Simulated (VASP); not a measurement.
# Ti in VASP: a series of runs

Runs on Ti. Level: PBE. Tasks: single point.

Program: VASP 6.6.1. These are calculated values, not measurements. Logs are shortened: lines on timing, memory, paths and dates and some standing lists are left out, and cuts for length are marked.

## (1) The cell of the first run

It takes space group I4/mmm (No. 139, tetragonal). Conventional cell: a = 3.282 Å, b = 3.282 Å, c = 3.348 Å, α = 90.00°, β = 90.00°, γ = 90.00°. Within 3.8 Å of Ti (site symmetry 4/mmm) lie 14 Ti at 2.86 to 3.35 Å.

## (2) Single point, PBE (zz strain of +2 %)

The input, INCAR:

```
PREC = Accurate ; ENCUT = 520
EDIFF = 1E-6 ; ISMEAR = -1
SIGMA = 0.05 ; LREAL = F
LASPH = T ; NELM = 80
ALGO = Normal ; ISIF = 2
LWAVE = F ; LCHARG = F
GGA = PE ; NBANDS = 12
```

The input, KPOINTS:

```
Automatic mesh
0
Gamma
  14 14 14
```

The input, POSCAR:

```
Ti
1.0
   -1.6410000000      1.6410000000      1.6738200000
    1.6410000000     -1.6410000000      1.6738200000
    1.6410000000      1.6410000000     -1.6738200000
Ti
1
Direct
    0.0000000000      0.0000000000      0.0000000000
```

Potentials or basis: VASP PAW PBE potentials, release 64 (Ti_sv).

The run is started by

```console
cat potpaw_PBE.64/Ti_sv/POTCAR > POTCAR
mpirun -np 1 vasp_std > vasp.out
```

OUTCAR:

```text
PREC = Accurate
   ENCUT = 520
   EDIFF = 1E-6
   ISMEAR = -1
   LREAL = F
   LASPH = T
   NELM = 80
   ISIF = 2
   GGA = PE

 ion  position               nearest neighbor table
   1  0.000  0.000  0.000-

  LATTYP: Found a body centered tetragonal cell.
 ALAT       =     3.2820000000
 C/A-ratio  =     1.0200000000

  Lattice vectors:

 A1 = (  -1.6410000000,   1.6410000000,   1.6738200000)
 A2 = (   1.6410000000,  -1.6410000000,   1.6738200000)
 A3 = (   1.6410000000,   1.6410000000,  -1.6738200000)

Analysis of symmetry for initial positions (statically):
=====================================================================
 Subroutine PRICEL returns:
 Original cell was already a primitive cell.

 Routine SETGRP: Setting up the symmetry group for a
 body centered tetragonal supercell.

 Subroutine GETGRP returns: Found 16 space group operations
 (whereof 16 operations were pure point group operations)
 out of a pool of 16 trial point group operations.

The static configuration has the point symmetry D_4h.

Analysis of symmetry for dynamics (positions and initial velocities):
=====================================================================
 Subroutine PRICEL returns:
 Original cell was already a primitive cell.

 Routine SETGRP: Setting up the symmetry group for a
 body centered tetragonal supercell.

 Subroutine GETGRP returns: Found 16 space group operations
 (whereof 16 operations were pure point group operations)
 out of a pool of 16 trial point group operations.

The dynamic configuration has the point symmetry D_4h.

 Subroutine INISYM returns: Found 16 space group operations
 (whereof 16 operations are pure point group operations),
 and found     1 'primitive' translations

----------------------------------------------------------------------------------------

                                     Primitive cell

  volume of cell :      18.0296

  direct lattice vectors                    reciprocal lattice vectors
    -1.641000000  1.641000000  1.673820000     0.000000000  0.304692261  0.298717903
     1.641000000 -1.641000000  1.673820000     0.304692261  0.000000000  0.298717903
     1.641000000  1.641000000 -1.673820000     0.304692261  0.304692261  0.000000000

  length of vectors
     2.861369496  2.861369496  2.861369496     0.426696331  0.426696331  0.430899928

  position of ions in fractional coordinates (direct lattice)
     0.000000000  0.000000000  0.000000000

  ion indices of the primitive-cell ions
   primitive index   ion index
                 1           1

----------------------------------------------------------------------------------------

 KPOINTS: Automatic mesh

Automatic generation of k-mesh.
 Grid dimensions read from file:
 generate k-points for:   14   14   14

 Generating k-lattice:

  Cartesian coordinates                     Fractional coordinates (reciprocal lattice)
     0.000000000  0.021763733  0.021336993     0.071428571 -0.000000000  0.000000000
     0.021763733  0.000000000  0.021336993    -0.000000000  0.071428571  0.000000000
     0.021763733  0.021763733  0.000000000     0.000000000  0.000000000  0.071428571

  Length of vectors
     0.030478309  0.030478309  0.030778566

  Shift w.r.t. Gamma in fractional coordinates (k-lattice)
     0.000000000  0.000000000  0.000000000

 Subroutine IBZKPT returns following result:
 ===========================================

 Found    244 irreducible k-points:

 Following reciprocal coordinates:
            Coordinates               Weight
  0.000000  0.000000  0.000000      1.000000
  0.071429 -0.000000  0.000000      8.000000
  0.142857  0.000000 -0.000000      8.000000
  0.214286  0.000000  0.000000      8.000000
  0.285714 -0.000000  0.000000      8.000000
  0.357143  0.000000 -0.000000      8.000000
[... 16 lines left out ...]
  0.214286  0.142857  0.000000     16.000000
  0.285714  0.142857 -0.000000     16.000000
 [... further k-points ...]
   k-points           NKPTS =    244   k-points in BZ     NKDIM =    244   number of bands    NBANDS=     12
   number of dos      NEDOS =    301   number of ions     NIONS =      1
   total plane-waves  NPLWV =  13824
   dimension x,y,z NGX =    24 NGY =   24 NGZ =   24
   dimension x,y,z NGXF=    48 NGYF=   48 NGZF=   48
   ions per type =               1
   NGX,Y,Z   is equivalent  to a cutoff of  13.94, 13.94, 13.94 a.u.
   NGXF,Y,Z  is equivalent  to a cutoff of  27.89, 27.89, 27.89 a.u.
 SYSTEM =  unknown system
   PREC   = accura    normal or accurate (medium, high low for compatibility)
   ISTART =      0    job   : 0-new  1-cont  2-samecut
   ICHARG =      2    charge: 1-file 2-atom 10-const
   ISPIN  =      1    spin polarized calculation?
   LNONCOLLINEAR =      F non collinear calculations
   LSORBIT =      F    spin-orbit coupling
   LASPH  =      T    aspherical Exc in radial PAW
   ENCUT  =  520.0 eV  38.22 Ry    6.18 a.u.   5.32  5.32  5.32*2*pi/ulx,y,z
   NELM   =     80;   NELMIN=  2; NELMDL= -5     # of ELM steps
   EDIFF  = 0.1E-05   stopping-criterion for ELM
   LREAL  =      F    real-space projection
   EDIFFG = 0.1E-04   stopping-criterion for IOM
   NSW    =      0    number of steps for IOM
   IBRION =     -1    ionic relax: 0-MD 1-quasi-New 2-CG
   NFREE  =      0    steps in history (QN), initial steepest desc. (CG)
   ISIF   =      2    stress and relaxation
   ISYM   =      2    0-nonsym 1-usesym 2-fastsym
   POTIM  = 0.5000    time-step for ionic-motion
   TEBEG  =    0.0;   TEEND  =   0.0 temperature during run
   PSTRESS=    0.0 pullay stress
   NELECT =      12.0000    total number of electrons
   NUPDOWN=      -1.0000    fix difference up-down
   EMIN   =  10.00;   EMAX   =-10.00  energy-range for DOS
   EFERMI =   0.00;   METHOD = LEGACY
   ISMEAR =    -1;   SIGMA  =   0.05  broadening in eV -4-tet -1-fermi 0-gaus
   EFERMI_NEDOS =   21; number of points for ismear=-14 and -15
   IALGO  =     38    algorithm
   IMIX   =      4    mixing-type and parameters
     AMIX     =   0.40;   BMIX     =  1.00
     AMIX_MAG =   1.60;   BMIX_MAG =  1.00
  volume/ion in A,a.u.               =      18.03       121.67
  Fermi-wavevector in a.u.,A,eV,Ry     =   1.429354  2.701088 27.797440  2.043054
  Thomas-Fermi vector in A             =   2.549317
   LORBIT       =      0    0 simple, 1 ext, 2 COOP (PROOUT), +10 PAW based schemes
   GGA     = PE    functional components
[... 5 lines left out ...]
 non-spin polarized calculation
  energy-cutoff  :      520.00
  volume of cell :       18.03
 maximum number of plane-waves:       498
 NGX is ok and might be reduce to    24
   NGX = 11   NGY = 11   NGZ = 11

 number of electron      12.0000003 magnetization

 Free energy of the ion-electron system (eV)
  ---------------------------------------------------
  ext. energy  EPLUGINS =         0.00000000
  ---------------------------------------------------
  free energy    TOTEN  =        -7.72257071 eV

  energy without entropy =       -7.70161197  energy(sigma->0) =       -7.71209134

 E-fermi :   7.6997     XC(G=0): -11.3199

 val. band max:        7.6983918184   @ k =  -0.3571   0.1429   0.0000
 cond. band min:       7.7021830036   @ k =  -0.2857   0.3571   0.0714
 fundamental gap:      0.0037911852
 Fermi energy:         7.6997038246

 k-point     1 :       0.0000    0.0000    0.0000
  band No.  band energies     occupation
      1     -48.9060      2.00000
      2     -24.8037      2.00000
      3     -24.8037      2.00000
      4     -24.8019      2.00000
      5       1.8339      2.00000
      6       8.6133      0.00000
      7       8.6133      0.00000
      8       8.7457      0.00000
      9      10.2522      0.00000
     10      10.4062      0.00000
     11      24.6256      0.00000
     12      24.9659      0.00000

 k-point     2 :       0.0714   -0.0000    0.0000
  band No.  band energies     occupation
      1     -48.9005      2.00000
      2     -24.8335      2.00000
      3     -24.8131      2.00000
      4     -24.8028      2.00000
      5       2.0013      2.00000
      6       8.5881      0.00000
      7       8.5937      0.00000
      8       8.8173      0.00000
      9      10.1842      0.00000
     10      10.3910      0.00000
     11      24.4397      0.00000
     12      24.8249      0.00000

 k-point     3 :       0.1429    0.0000   -0.0000
  band No.  band energies     occupation
      1     -48.8852      2.00000
      2     -24.9185      2.00000
      3     -24.8391      2.00000
      4     -24.8029      2.00000
      5       2.4853      2.00000
      6       8.4048      0.00000
      7       8.4929      0.00000
      8       9.1493      0.00000
      9      10.0370      0.00000
     10      10.3884      0.00000
     11      23.5287      0.00000
     12      24.4858      0.00000
[... 286 lines left out ...]
 k-point    23 :       0.2143    0.1429    0.0000
  band No.  band energies     occupation
      1     -48.8288      2.00000
      2     -25.1902      2.00000
      3     -24.9325      2.00000
      4     -24.8341      2.00000
      5       4.4828      2.00000
      6       7.6804      1.19020
      7       7.8890      0.04434
      8       9.9191      0.00000
      9      10.5393      0.00000
     10      10.8302      0.00000
     11      20.2006      0.00000
     12      21.3425      0.00000

 k-point    24 :       0.2857    0.1429   -0.0000
  band No.  band energies     occupation
      1     -48.8084      2.00000
      2     -25.2779      2.00000
      3     -24.9814      2.00000
      4     -24.8377      2.00000
      5       5.2469      2.00000
      6       7.4954      1.96694
      7       7.7672      0.41191
      8      10.0793      0.00000
      9      10.6007      0.00000
     10      11.5703      0.00000
     11      18.2589      0.00000
     12      20.6130      0.00000

 [... further k-points ...]
[... 5 lines left out ...]
  --------------------------------------------------------------------------------------
  -------------------------------------------------------------------------------------
  Total       -0.5204224     -0.5204224     -0.4669452      0.0000000      0.0000000      0.0000000
  in kB      -46.2466939    -46.2466939    -41.4945072      0.0000000      0.0000000      0.0000000
  external PRESSURE =     -44.6626317 kB  Pullay stress =       0.0000000 kB

 VOLUME and BASIS-vectors are now :
 -----------------------------------------------------------------------------
  energy-cutoff  :      520.00
  volume of cell :       18.03
      direct lattice vectors                 reciprocal lattice vectors
    -1.641000000  1.641000000  1.673820000     0.000000000  0.304692261  0.298717903
     1.641000000 -1.641000000  1.673820000     0.304692261  0.000000000  0.298717903
     1.641000000  1.641000000 -1.673820000     0.304692261  0.304692261  0.000000000

 POSITION                                       TOTAL-FORCE (eV/Angst)
 -----------------------------------------------------------------------------------
      0.00000      0.00000      0.00000         0.000000      0.000000     -0.000000
 -----------------------------------------------------------------------------------
    total drift:                               -0.000000      0.000000      0.000000

  FREE ENERGIE OF THE ION-ELECTRON SYSTEM (eV)
  ---------------------------------------------------
  free  energy   TOTEN  =        -7.7225707110 eV

  energy  without entropy=       -7.7016119729  energy(sigma->0) =       -7.71209134
```

Run time: 52 s. Hardware: 1 thread of AMD EPYC 7R43 (Zen 3), shared host; peak memory 0.14 GiB.

Results:

```
Free energy            : -7.7226 eV
Pressure               : -4.5 GPa
Band gap on the k mesh : zero (band 6 reaches 8.62 eV, above the bottom of band 7 at 7.09 eV)
```

Stress tensor (GPa, compression positive):
```
-4.62  0.00  0.00
 0.00 -4.62  0.00
 0.00  0.00 -4.15
```

Caveat: the cell differs from its parent crystal (zz strain of +2 %).

## (3) Single point, PBE (zz strain of +3 %)

The input, INCAR:

```
PREC = Accurate
ENCUT = 520
EDIFF = 1E-7
ISMEAR = -1
SIGMA = 0.05
LREAL = False
LASPH = True
NELM = 60
ALGO = Normal
ISIF = 2
LWAVE = False
LCHARG = False
GGA = PE
NBANDS = 12
```

The input, KPOINTS:

```
regular mesh
0
Gamma
  14 14 14
```

The input, POSCAR:

```
Ti
1.0
   -1.6410000000      1.6410000000      1.6902300000
    1.6410000000     -1.6410000000      1.6902300000
    1.6410000000      1.6410000000     -1.6902300000
Ti
1
Direct
    0.0000000000      0.0000000000      0.0000000000
```

Potentials or basis: VASP PAW PBE potentials, release 64 (Ti_sv).

The run is started by

```console
cat potpaw_PBE.64/Ti_sv/POTCAR > POTCAR
mpirun -np 1 vasp_std > vasp.out
```

OUTCAR:

```text
PREC = Accurate
   ENCUT = 520
   EDIFF = 1E-7
   ISMEAR = -1
   LREAL = False
   LASPH = True
   NELM = 60
   ISIF = 2
   GGA = PE

 ion  position               nearest neighbor table
   1  0.000  0.000  0.000-

  LATTYP: Found a body centered tetragonal cell.
 ALAT       =     3.2820000000
 C/A-ratio  =     1.0300000000

  Lattice vectors:

 A1 = (  -1.6410000000,   1.6410000000,   1.6902300000)
 A2 = (   1.6410000000,  -1.6410000000,   1.6902300000)
 A3 = (   1.6410000000,   1.6410000000,  -1.6902300000)

Analysis of symmetry for initial positions (statically):
=====================================================================
 Subroutine PRICEL returns:
 Original cell was already a primitive cell.

 Routine SETGRP: Setting up the symmetry group for a
 body centered tetragonal supercell.

 Subroutine GETGRP returns: Found 16 space group operations
 (whereof 16 operations were pure point group operations)
 out of a pool of 16 trial point group operations.

The static configuration has the point symmetry D_4h.

Analysis of symmetry for dynamics (positions and initial velocities):
[... 158 lines left out ...]

 val. band max:        7.6039016216   @ k =  -0.3571   0.1429   0.0000
 cond. band min:       7.6113122921   @ k =  -0.1429  -0.2857   0.0714
 fundamental gap:      0.0074106705
 Fermi energy:         7.6052452712

 k-point     1 :       0.0000    0.0000    0.0000
  band No.  band energies     occupation
      1     -49.0241      2.00000
      2     -24.9319      2.00000
      3     -24.9319      2.00000
      4     -24.9293      2.00000
      5       1.7586      2.00000
      6       8.4879      0.00000
      7       8.4879      0.00000
      8       8.6815      0.00000
      9      10.0859      0.00000
     10      10.3103      0.00000
     11      24.3555      0.00000
     12      24.8554      0.00000
[... 331 lines left out ...]
 k-point    24 :       0.2857    0.1429    0.0000
  band No.  band energies     occupation
      1     -48.9307      2.00000
      2     -25.3900      2.00000
      3     -25.1036      2.00000
      4     -24.9629      2.00000
      5       5.1475      2.00000
      6       7.4099      1.96059
      7       7.6731      0.40948
      8       9.9474      0.00000
      9      10.4336      0.00000
     10      11.4301      0.00000
     11      18.0452      0.00000
     12      20.4390      0.00000

 [... further k-points ...]
[... 5 lines left out ...]
  --------------------------------------------------------------------------------------
  -------------------------------------------------------------------------------------
  Total       -0.6305922     -0.6305922     -0.5553483      0.0000000      0.0000000      0.0000000
  in kB      -55.4927437    -55.4927437    -48.8712073      0.0000000      0.0000000      0.0000000
  external PRESSURE =     -53.2855649 kB  Pullay stress =       0.0000000 kB

 VOLUME and BASIS-vectors are now :
 -----------------------------------------------------------------------------
  energy-cutoff  :      520.00
  volume of cell :       18.21
      direct lattice vectors                 reciprocal lattice vectors
    -1.641000000  1.641000000  1.690230000     0.000000000  0.304692261  0.295817729
     1.641000000 -1.641000000  1.690230000     0.304692261  0.000000000  0.295817729
     1.641000000  1.641000000 -1.690230000     0.304692261  0.304692261  0.000000000

 POSITION                                       TOTAL-FORCE (eV/Angst)
 -----------------------------------------------------------------------------------
      0.00000      0.00000      0.00000         0.000000      0.000000     -0.000000
 -----------------------------------------------------------------------------------
    total drift:                               -0.000000      0.000000      0.000000

  FREE ENERGIE OF THE ION-ELECTRON SYSTEM (eV)
  ---------------------------------------------------
  free  energy   TOTEN  =        -7.7176517793 eV

  energy  without entropy=       -7.6965437476  energy(sigma->0) =       -7.70709776
```

OSZICAR:

```text
N       E                     dE             d eps       ncg     rms          rms(c)
DAV:   1     0.861879296705E+02    0.86188E+02   -0.65543E+03  5896   0.119E+03
DAV:   2    -0.452645145702E+01   -0.90714E+02   -0.88523E+02  5976   0.296E+02
DAV:   3    -0.875369687163E+01   -0.42272E+01   -0.41754E+01  8140   0.649E+01
DAV:   4    -0.884806983350E+01   -0.94373E-01   -0.94263E-01  6588   0.855E+00
DAV:   5    -0.885035471128E+01   -0.22849E-02   -0.22847E-02  7040   0.120E+00    0.798E+00
DAV:   6    -0.771117705368E+01    0.11392E+01   -0.29041E+00  6292   0.232E+01    0.195E+00
DAV:   7    -0.770967623836E+01    0.15008E-02   -0.64610E-02  6856   0.254E+00    0.121E+00
DAV:   8    -0.771720840954E+01   -0.75322E-02   -0.32497E-02  6244   0.204E+00    0.920E-02
DAV:   9    -0.771763101439E+01   -0.42260E-03   -0.17567E-03  6948   0.388E-01    0.643E-02
DAV:  10    -0.771766674837E+01   -0.35734E-04   -0.22359E-04  6308   0.146E-01    0.152E-02
DAV:  11    -0.771765086855E+01    0.15880E-04   -0.24683E-05  6896   0.728E-02    0.696E-03
DAV:  12    -0.771765158226E+01   -0.71371E-06   -0.14417E-06  8352   0.131E-02    0.536E-04
DAV:  13    -0.771765193735E+01   -0.35509E-06   -0.13812E-07  6416   0.285E-03    0.178E-03
DAV:  14    -0.771765179716E+01    0.14019E-06   -0.52231E-08  3880   0.295E-03    0.211E-04
DAV:  15    -0.771765177933E+01    0.17836E-07   -0.50786E-09  3092   0.716E-04
   1 F= -.77176518E+01 E0= -.77070978E+01  d E =-.211080E-01
```

stdout:

```text
POSCAR found type information on POSCAR Ti
 POSCAR found :  1 types and       1 ions
 scaLAPACK will be used
 LDA part: xc-table for (Slater+PW92), standard interpolation
 POSCAR, INCAR and KPOINTS ok, starting setup
 FFT: planning ... GRIDC
 FFT: planning ... GRID_SOFT
 FFT: planning ... GRID
 WAVECAR not read
 entering main loop
```

Wall time 63 s (1 thread of AMD EPYC 7R43 (Zen 3), shared host); peak memory 0.14 GiB.

Results:

```yaml
Free_energy: -7.7177 eV
Pressure: -5.3 GPa
Band_gap_on_the_k_mesh: zero (band 6 reaches 8.52 eV, above the bottom of band 7 at 7.00 eV)
```

Stress tensor (GPa, compression positive):
```
-5.55  0.00  0.00
 0.00 -5.55  0.00
 0.00  0.00 -4.89
```

Caveat: the cell differs from its parent crystal (zz strain of +3 %).

[end of part 1 of 2]
